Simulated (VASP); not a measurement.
# ZrB (Fm-3m) in VASP: further runs

ZrB is run at these levels: PBEsol; tasks: single point, molecular dynamics.

Program: VASP 6.6.1. These are calculated values, not measurements. Logs are shortened: lines on timing, memory, paths and dates and some standing lists are left out, and cuts for length are marked.

## 1. The cell of the first run

The structure is cubic, space group Fm-3m (No. 225). The conventional cell has a = 4.650 Å, b = 4.650 Å, c = 4.650 Å, α = 90.00°, β = 90.00°, γ = 90.00°. Zr (site symmetry m-3m) has 6 B at 2.33 Å within 3.1 Å. B (site symmetry m-3m) has 6 Zr at 2.33 Å within 3.1 Å.

## 2. Single point, PBEsol

Input file INCAR:

```
ALGO     = Normal         # electronic algorithm
EDIFF    = 1E-6           # SCF threshold, eV
ENCUT    = 520            # plane-wave cutoff, eV
GGA      = PS             # functional
ISIF     = 2              # what is computed and relaxed
ISMEAR   = 0              # smearing method
ISYM     = 0            
LASPH    = True           # aspherical terms in the spheres
LCHARG   = False          # write CHGCAR
LREAL    = Auto         
LWAVE    = False          # write WAVECAR
NBANDS   = 74             # bands
NELM     = 100            # most SCF steps
PREC     = Accurate       # precision mode
SIGMA    = 0.1            # smearing width, eV
```

Input file KPOINTS:

```
Automatic mesh
0
Gamma
  2 2 2
  0.5 0.5 0.5
```

Input file POSCAR:

```
ZrB
1.0
   -4.6500000000      4.6500000000      0.0000000000
   -4.6500000000      0.0000000000      4.6500000000
    0.0000000000      4.6500000000      4.6500000000
Zr B
8 8
Direct
    0.0000000000      0.0000000000      0.0000000000
    0.5000000000      0.0000000000      0.0000000000
    0.0000000000      0.5000000000      0.0000000000
    0.0000000000      0.0000000000      0.5000000000
    0.5000000000      0.5000000000      0.0000000000
    0.5000000000      0.0000000000      0.5000000000
    0.0000000000      0.5000000000      0.5000000000
    0.5000000000      0.5000000000      0.5000000000
    0.7500000000      0.7500000000      0.7500000000
    0.2500000000      0.7500000000      0.7500000000
    0.7500000000      0.2500000000      0.7500000000
    0.7500000000      0.7500000000      0.2500000000
    0.2500000000      0.2500000000      0.7500000000
    0.2500000000      0.7500000000      0.2500000000
    0.7500000000      0.2500000000      0.2500000000
    0.2500000000      0.2500000000      0.2500000000
```

Potentials or basis: VASP PAW PBE potentials, release 64 (Zr_sv, B).

Started as:

```console
$ cat potpaw_PBE.64/Zr_sv/POTCAR potpaw_PBE.64/B/POTCAR > POTCAR
$ mpirun -np 1 vasp_std > vasp.out
```

OUTCAR:

```text
EDIFF = 1E-6
   ENCUT = 520
   GGA = PS
   ISIF = 2
   ISMEAR = 0
   ISYM = 0
   LASPH = True
   LREAL = Auto
   NELM = 100
   PREC = Accurate

 ion  position               nearest neighbor table
   1  0.000  0.000  0.000-  10 2.33  11 2.33  12 2.33  13 2.33  14 2.33  15 2.33   2 3.29   3 3.29
                             4 3.29   4 3.29   6 3.29   7 3.29   3 3.29   5 3.29   7 3.29   2 3.29
   2  0.500  0.000  0.000-   9 2.33  11 2.33  12 2.33  13 2.33  14 2.33  16 2.33   1 3.29   5 3.29
                             6 3.29   4 3.29   6 3.29   8 3.29   3 3.29   5 3.29   8 3.29   1 3.29
   3  0.000  0.500  0.000-   9 2.33  10 2.33  12 2.33  13 2.33  15 2.33  16 2.33   1 3.29   5 3.29
                             7 3.29   4 3.29   7 3.29   8 3.29   1 3.29   2 3.29   4 3.29   2 3.29
   4  0.000  0.000  0.500-   9 2.33  10 2.33  11 2.33  14 2.33  15 2.33  16 2.33   1 3.29   6 3.29
                             7 3.29   1 3.29   2 3.29   3 3.29   3 3.29   7 3.29   8 3.29   2 3.29
   5  0.500  0.500  0.000-   9 2.33  10 2.33  11 2.33  14 2.33  15 2.33  16 2.33   2 3.29   3 3.29
                             8 3.29   6 3.29   7 3.29   8 3.29   1 3.29   2 3.29   6 3.29   1 3.29
   6  0.500  0.000  0.500-   9 2.33  10 2.33  12 2.33  13 2.33  15 2.33  16 2.33   2 3.29   4 3.29
                             8 3.29   1 3.29   2 3.29   5 3.29   5 3.29   7 3.29   8 3.29   1 3.29
   7  0.000  0.500  0.500-   9 2.33  11 2.33  12 2.33  13 2.33  14 2.33  16 2.33   3 3.29   4 3.29
                             8 3.29   1 3.29   3 3.29   5 3.29   1 3.29   4 3.29   6 3.29   5 3.29
   8  0.500  0.500  0.500-  10 2.33  11 2.33  12 2.33  13 2.33  14 2.33  15 2.33   5 3.29   6 3.29
                             7 3.29   2 3.29   3 3.29   5 3.29   2 3.29   4 3.29   6 3.29   3 3.29
   9  0.750  0.750  0.750-   2 2.33   3 2.33   4 2.33   5 2.33   6 2.33   7 2.33
  10  0.250  0.750  0.750-   1 2.33   3 2.33   4 2.33   5 2.33   6 2.33   8 2.33
  11  0.750  0.250  0.750-   1 2.33   2 2.33   4 2.33   5 2.33   7 2.33   8 2.33
  12  0.750  0.750  0.250-   1 2.33   2 2.33   3 2.33   6 2.33   7 2.33   8 2.33
  13  0.250  0.250  0.750-   1 2.33   2 2.33   3 2.33   6 2.33   7 2.33   8 2.33
  14  0.250  0.750  0.250-   1 2.33   2 2.33   4 2.33   5 2.33   7 2.33   8 2.33
  15  0.750  0.250  0.250-   1 2.33   3 2.33   4 2.33   5 2.33   6 2.33   8 2.33
  16  0.250  0.250  0.250-   2 2.33   3 2.33   4 2.33   5 2.33   6 2.33   7 2.33

IMPORTANT INFORMATION: All symmetrisations will be switched off!
NOSYMM: (Re-)initialisation of all symmetry stuff for point group C_1.

----------------------------------------------------------------------------------------

                                     Primitive cell

  volume of cell :     201.0893

  direct lattice vectors                    reciprocal lattice vectors
    -4.650000000  4.650000000  0.000000000    -0.107526882  0.107526882 -0.107526882
    -4.650000000  0.000000000  4.650000000    -0.107526882 -0.107526882  0.107526882
     0.000000000  4.650000000  4.650000000     0.107526882  0.107526882  0.107526882

  length of vectors
     6.576093065  6.576093065  6.576093065     0.186242022  0.186242022  0.186242022

  position of ions in fractional coordinates (direct lattice)
     0.000000000  0.000000000  0.000000000
     0.500000000  0.000000000  0.000000000
     0.000000000  0.500000000  0.000000000
     0.000000000  0.000000000  0.500000000
     0.500000000  0.500000000  0.000000000
     0.500000000  0.000000000  0.500000000
[... 8 lines left out ...]
     0.750000000  0.250000000  0.250000000
     0.250000000  0.250000000  0.250000000

  ion indices of the primitive-cell ions
   primitive index   ion index
                 1           1
                 2           2
                 3           3
                 4           4
                 5           5
                 6           6
[... 8 lines left out ...]
                15          15
                16          16

----------------------------------------------------------------------------------------

 KPOINTS: Automatic mesh

Automatic generation of k-mesh.
 Grid dimensions read from file:
 generate k-points for:    2    2    2

 Generating k-lattice:

  Cartesian coordinates                     Fractional coordinates (reciprocal lattice)
    -0.053763441  0.053763441 -0.053763441     0.500000000  0.000000000  0.000000000
    -0.053763441 -0.053763441  0.053763441     0.000000000  0.500000000  0.000000000
     0.053763441  0.053763441  0.053763441     0.000000000  0.000000000  0.500000000

  Length of vectors
     0.093121011  0.093121011  0.093121011

  Shift w.r.t. Gamma in fractional coordinates (k-lattice)
     0.500000000  0.500000000  0.500000000

 Subroutine IBZKPT returns following result:
 ===========================================

 Found     16 irreducible k-points:

 Following reciprocal coordinates:
            Coordinates               Weight
  0.250000  0.250000  0.250000      2.000000
  0.250000  0.000000  0.000000      2.000000
  0.000000  0.000000 -0.250000      2.000000
  0.000000  0.250000  0.000000      2.000000
 -0.250000  0.250000  0.250000      2.000000
  0.250000 -0.250000  0.250000      2.000000
[... 8 lines left out ...]
  0.000000  0.250000  0.500000      2.000000
  0.500000  0.250000  0.000000      2.000000
   k-points           NKPTS =     16   k-points in BZ     NKDIM =     16   number of bands    NBANDS=     74
   number of dos      NEDOS =    301   number of ions     NIONS =     16
   total plane-waves  NPLWV = 125000
   dimension x,y,z NGX =    50 NGY =   50 NGZ =   50
   dimension x,y,z NGXF=   100 NGYF=  100 NGZF=  100
   ions per type =               8   8
   NGX,Y,Z   is equivalent  to a cutoff of  12.64, 12.64, 12.64 a.u.
   NGXF,Y,Z  is equivalent  to a cutoff of  25.28, 25.28, 25.28 a.u.
 SYSTEM =  unknown system
   PREC   = accura    normal or accurate (medium, high low for compatibility)
   ISTART =      0    job   : 0-new  1-cont  2-samecut
   ICHARG =      2    charge: 1-file 2-atom 10-const
   ISPIN  =      1    spin polarized calculation?
   LNONCOLLINEAR =      F non collinear calculations
   LSORBIT =      F    spin-orbit coupling
   LASPH  =      T    aspherical Exc in radial PAW
   ENCUT  =  520.0 eV  38.22 Ry    6.18 a.u.  12.23 12.23 12.23*2*pi/ulx,y,z
   NELM   =    100;   NELMIN=  2; NELMDL= -5     # of ELM steps
   EDIFF  = 0.1E-05   stopping-criterion for ELM
   LREAL  =      T    real-space projection
   EDIFFG = 0.1E-04   stopping-criterion for IOM
   NSW    =      0    number of steps for IOM
   IBRION =     -1    ionic relax: 0-MD 1-quasi-New 2-CG
   NFREE  =      0    steps in history (QN), initial steepest desc. (CG)
   ISIF   =      2    stress and relaxation
   ISYM   =      0    0-nonsym 1-usesym 2-fastsym
   POTIM  = 0.5000    time-step for ionic-motion
   TEBEG  =    0.0;   TEEND  =   0.0 temperature during run
   PSTRESS=    0.0 pullay stress
   NELECT =     120.0000    total number of electrons
   NUPDOWN=      -1.0000    fix difference up-down
   EMIN   =  10.00;   EMAX   =-10.00  energy-range for DOS
   EFERMI =   0.00;   METHOD = LEGACY
   ISMEAR =     0;   SIGMA  =   0.10  broadening in eV -4-tet -1-fermi 0-gaus
   EFERMI_NEDOS =   21; number of points for ismear=-14 and -15
   IALGO  =     38    algorithm
   IMIX   =      4    mixing-type and parameters
     AMIX     =   0.40;   BMIX     =  1.00
     AMIX_MAG =   1.60;   BMIX_MAG =  1.00
  volume/ion in A,a.u.               =      12.57        84.81
  Fermi-wavevector in a.u.,A,eV,Ry     =   1.378285  2.604581 25.846565  1.899669
  Thomas-Fermi vector in A             =   2.503360
   LORBIT       =      0    0 simple, 1 ext, 2 COOP (PROOUT), +10 PAW based schemes
   GGA     = PS    functional components
   LHFCALC =     F    Hartree Fock is set to
   AEXX    =    0.0000 exact exchange contribution
   IVDW    =     0    specifies the selected vdW correction
   LEPSILON=     F    determine dielectric tensor
   LRPA    =     F    only Hartree local field effects (RPA)
 non-spin polarized calculation
 Gauss-broadening in eV      SIGMA  =   0.10
  energy-cutoff  :      520.00
  volume of cell :      201.09
 maximum number of plane-waves:      5413
 NGX is ok and might be reduce to    50
   NGX = 25   NGY = 25   NGZ = 25

 number of electron     119.9999998 magnetization

 Free energy of the ion-electron system (eV)
  ---------------------------------------------------
  ext. energy  EPLUGINS =         0.00000000
  ---------------------------------------------------
  free energy    TOTEN  =      -133.35847328 eV

  energy without entropy =     -133.30262975  energy(sigma->0) =     -133.33055152

 E-fermi :   8.7840     XC(G=0): -12.3274

 val. band max:        8.7165603107   @ k =   0.2500   0.2500  -0.2500
 cond. band min:       8.9570970051   @ k =   0.5000   0.5000   0.2500
 fundamental gap:      0.2405366944
 Fermi energy:         8.7839592738

 k-point     1 :       0.2500    0.2500    0.2500
  band No.  band energies     occupation
      1     -37.7452      2.00000
      2     -37.6590      2.00000
      3     -37.6349      2.00000
      4     -37.6349      2.00000
      5     -37.6349      2.00000
      6     -37.6058      2.00000
[... 64 lines left out ...]
     71      13.6804      0.00000
     72      13.6804      0.00000

 k-point     2 :       0.2500    0.0000    0.0000
  band No.  band energies     occupation
      1     -37.7452      2.00000
      2     -37.6590      2.00000
      3     -37.6349      2.00000
      4     -37.6349      2.00000
      5     -37.6349      2.00000
      6     -37.6058      2.00000
[... 64 lines left out ...]
     71      13.6804      0.00000
     72      13.6804      0.00000

 k-point     3 :       0.0000    0.0000   -0.2500
  band No.  band energies     occupation
      1     -37.7452      2.00000
      2     -37.6590      2.00000
      3     -37.6349      2.00000
      4     -37.6349      2.00000
      5     -37.6349      2.00000
      6     -37.6058      2.00000
[... 964 lines left out ...]
     71      12.8986      0.00000
     72      13.0879      0.00000

 k-point    16 :       0.5000    0.2500    0.0000
  band No.  band energies     occupation
      1     -37.7048      2.00000
      2     -37.6760      2.00000
      3     -37.6471      2.00000
      4     -37.6350      2.00000
      5     -37.6350      2.00000
      6     -37.6179      2.00000
[... 64 lines left out ...]
     71      12.8986      0.00000
     72      13.0879      0.00000
 [bands above 72 left out]

------------------------ aborting loop because EDIFF is reached ----------------------------------------

  FORCE on cell =-STRESS in cart. coord.  units (eV):
  Direction    XX          YY          ZZ          XY          YZ          ZX
  --------------------------------------------------------------------------------------
  -------------------------------------------------------------------------------------
  Total       37.3890871     37.3890523     37.3890936      0.0000010      0.0000081     -0.0000011
  in kB      297.8973156    297.8970380    297.8973671      0.0000079      0.0000647     -0.0000088
  external PRESSURE =     297.8972402 kB  Pullay stress =       0.0000000 kB

 VOLUME and BASIS-vectors are now :
 -----------------------------------------------------------------------------
  energy-cutoff  :      520.00
  volume of cell :      201.09
      direct lattice vectors                 reciprocal lattice vectors
    -4.650000000  4.650000000  0.000000000    -0.107526882  0.107526882 -0.107526882
    -4.650000000  0.000000000  4.650000000    -0.107526882 -0.107526882  0.107526882
     0.000000000  4.650000000  4.650000000     0.107526882  0.107526882  0.107526882

 POSITION                                       TOTAL-FORCE (eV/Angst)
 -----------------------------------------------------------------------------------
      0.00000      0.00000      0.00000        -0.000006     -0.000008     -0.000007
     -2.32500      2.32500      0.00000        -0.000005      0.000004      0.000009
     -2.32500      0.00000      2.32500        -0.000010      0.000008     -0.000003
      0.00000      2.32500      2.32500        -0.000010      0.000002      0.000003
     -4.65000      2.32500      2.32500         0.000012     -0.000008     -0.000007
     -2.32500      4.65000      2.32500         0.000010     -0.000007      0.000004
[... 8 lines left out ...]
     -4.65000      4.65000      2.32500         0.000000     -0.000001      0.000002
     -2.32500      2.32500      2.32500        -0.000001      0.000002     -0.000000
 -----------------------------------------------------------------------------------
    total drift:                                0.000003     -0.000006     -0.000002

  FREE ENERGIE OF THE ION-ELECTRON SYSTEM (eV)
  ---------------------------------------------------
  free  energy   TOTEN  =      -133.3584732829 eV

  energy  without entropy=     -133.3026297515  energy(sigma->0) =     -133.33055152
```

Run time: 7.1 min. Hardware: 1 thread of AMD EPYC 9R14 (Zen 4), shared host; peak memory 0.39 GiB.

What came out:

- Free energy: -133.3585 eV
- Pressure: 29.8 GPa
- Band gap on the k mesh: zero (bands 60 and 61 overlap by 1.53 eV)

Caveat: the k points lie up to 0.59 Å⁻¹ apart, too coarse for converged energies and pressures of a metal; the PAW data sets were made with another functional, which shifts forces and pressure a little.

## 3. Single point, PBEsol

Input file INCAR:

```
ALGO = Normal ; EDIFF = 1E-6
ENCUT = 520 ; GGA = PS
ISIF = 2 ; ISMEAR = -1
ISYM = 0 ; LASPH = T
LCHARG = T ; LELF = T
LREAL = Auto ; LVHAR = T
LWAVE = F ; NBANDS = 74
NELM = 100 ; PREC = Accurate
SIGMA = 0.0689
```

KPOINTS is that of step 2.

POSCAR is that of step 2.

Potentials or basis: VASP PAW PBE potentials, release 64 (Zr_sv, B).

Started as:

```console
$ cat potpaw_PBE.64/Zr_sv/POTCAR potpaw_PBE.64/B/POTCAR > POTCAR
$ mpirun -np 1 vasp_std > vasp.out
```

Run time: 7.3 min. Hardware: 1 thread of AMD EPYC 9R14 (Zen 4), shared host; peak memory 0.39 GiB.

Results (log left out):

```yaml
Free_energy: -133.4116 eV
Pressure: 29.7 GPa
Band_gap_on_the_k_mesh: zero (bands 60 and 61 overlap by 1.53 eV)
```

Levels at points of the mesh, in eV from the Fermi level:
```tsv
k point	band 58	band 59	band 60	band 61	band 62	band 63	band 64	band 65
(0.25, 0.25, 0.25)	-0.58	0.92	1.44	1.44	1.62	1.62	1.62	2.67
```

Caveat: the k points lie up to 0.59 Å⁻¹ apart, too coarse for converged energies and pressures of a metal; the PAW data sets were made with another functional, which shifts forces and pressure a little.

## 4. Molecular dynamics, PBEsol

Input file INCAR:

```
ALGO = Normal
ANDERSEN_PROB = 0.0
EDIFF = 1E-5
ENCUT = 520
GGA = PS
IBRION = 0
ISIF = 2
ISMEAR = -1
ISYM = 0
LASPH = True
LCHARG = False
LREAL = Auto
LWAVE = False
MDALGO = 1
NELM = 100
NELMIN = 4
NSW = 40
POTIM = 1.5
PREC = Accurate
RANDOM_SEED = 33324 0 0
SIGMA = 0.0689
TEBEG = 800.0
TEEND = 800.0
```

KPOINTS is that of step 3.

Changes to POSCAR since step 3:

```diff
@@ -2,5 +2,5 @@
 1.0
-   -4.6500000000      4.6500000000      0.0000000000
-   -4.6500000000      0.0000000000      4.6500000000
-    0.0000000000      4.6500000000      4.6500000000
+   -4.6807955995      4.6807955995      0.0000000000
+   -4.6807955995      0.0000000000      4.6807955995
+    0.0000000000      4.6807955995      4.6807955995
 Zr B
```

Started as:

```console
$ cat potpaw_PBE.64/Zr_sv/POTCAR potpaw_PBE.64/B/POTCAR > POTCAR
$ mpirun -np 1 vasp_std > vasp.out
```

Run time: 1.6 h. Hardware: 1 thread of AMD EPYC 9R14 (Zen 4), shared host; peak memory 0.64 GiB.

Step by step:
| step | potential energy change (eV) | largest force (eV/Å) | pressure (GPa) | volume (Å³) | temperature (K) |
| --- | --- | --- | --- | --- | --- |
| 1 | 0.0000 | 0.0020 | 24.36 | 205.11 | 800 |
| 2 | 0.0278 | 0.4239 | 24.43 | 205.11 | 786 |
| 3 | 0.1086 | 0.8416 | 24.50 | 205.11 | 744 |
| 4 | 0.2346 | 1.2381 | 24.65 | 205.11 | 680 |
| 5 | 0.3939 | 1.6026 | 24.80 | 205.11 | 598 |
| 6 | 0.5721 | 1.9264 | 24.98 | 205.11 | 507 |
| 7 | 0.7532 | 2.2021 | 25.17 | 205.11 | 414 |
| 8 | 0.9216 | 2.4229 | 25.33 | 205.11 | 327 |
| 9 | 1.0632 | 2.5816 | 25.47 | 205.11 | 255 |
| 10 | 1.1668 | 2.6743 | 25.57 | 205.11 | 201 |
| 11 | 1.2252 | 2.6987 | 25.62 | 205.11 | 171 |
| 12 | 1.2356 | 2.6546 | 25.61 | 205.11 | 166 |
| 13 | 1.2002 | 2.5424 | 25.58 | 205.11 | 184 |
| 14 | 1.1256 | 2.3624 | 25.47 | 205.11 | 222 |
| 15 | 1.0218 | 2.1211 | 25.37 | 205.11 | 275 |
| 16 | 0.9014 | 1.8276 | 25.21 | 205.11 | 337 |
| 17 | 0.7784 | 1.8545 | 25.08 | 205.11 | 400 |
| 18 | 0.6658 | 1.9302 | 24.92 | 205.11 | 458 |
| 19 | 0.5756 | 2.0106 | 24.81 | 205.11 | 504 |
| 20 | 0.5165 | 2.0934 | 24.71 | 205.11 | 534 |
| 21 | 0.4940 | 2.1719 | 24.67 | 205.11 | 546 |
| 22 | 0.5096 | 2.2428 | 24.63 | 205.11 | 538 |
| 23 | 0.5607 | 2.2995 | 24.68 | 205.11 | 512 |
| 24 | 0.6417 | 2.3369 | 24.71 | 205.11 | 470 |
| 25 | 0.7444 | 2.3496 | 24.81 | 205.11 | 417 |
| 26 | 0.8590 | 2.3320 | 24.88 | 205.11 | 358 |
| 27 | 0.9753 | 2.2840 | 25.01 | 205.11 | 299 |
| 28 | 1.0834 | 2.3647 | 25.08 | 205.11 | 243 |
| 29 | 1.1748 | 2.4569 | 25.19 | 205.11 | 196 |
| 30 | 1.2426 | 2.4997 | 25.24 | 205.11 | 162 |
| 31 | 1.2825 | 2.4953 | 25.31 | 205.11 | 141 |
| 32 | 1.2920 | 2.4451 | 25.31 | 205.11 | 136 |
| 33 | 1.2713 | 2.3546 | 25.31 | 205.11 | 147 |
| 34 | 1.2226 | 2.2235 | 25.26 | 205.11 | 172 |
| 35 | 1.1499 | 2.0809 | 25.21 | 205.11 | 209 |
| 36 | 1.0591 | 2.0590 | 25.12 | 205.11 | 256 |
| 37 | 0.9567 | 2.0032 | 25.04 | 205.11 | 308 |
| 38 | 0.8502 | 1.9104 | 24.93 | 205.11 | 363 |
| 39 | 0.7467 | 1.7823 | 24.83 | 205.11 | 416 |
| 40 | 0.6528 | 1.6227 | 24.72 | 205.11 | 464 |

Caveat: the k points lie up to 0.58 Å⁻¹ apart; the cell differs from its parent crystal (dynamics (nve) at 800 K, volume x 1.02, from the last frame before); the PAW data sets were made with another functional, which shifts forces and pressure a little.

## 5. Overview

| task | cell | smearing | gap on the mesh (eV) | pressure (GPa) |
| --- | --- | --- | --- | --- |
| single point | a = 6.576 Å, angles 60.0°, 16 atoms | gaussian 0.1 eV | none | 29.8 |
| single point | a = 6.576 Å, angles 60.0°, 16 atoms | fermi-dirac 0.0689 eV | none | 29.7 |
| molecular dynamics | a = 6.620 Å, angles 60.0°, 16 atoms | fermi-dirac 0.0689 eV | - | - |

Alike in all rows: level PBEsol; potentials or basis VASP PAW PBE potentials, release 64 (Zr_sv, B); no spin polarisation; k mesh 2 × 2 × 2, shifted; cutoff (eV) 520.

Caveats: all runs use coarse meshes; the PAW data sets were made with another functional, which shifts forces and pressure a little.

Absolute energies hang on the potentials; compare differences alone.
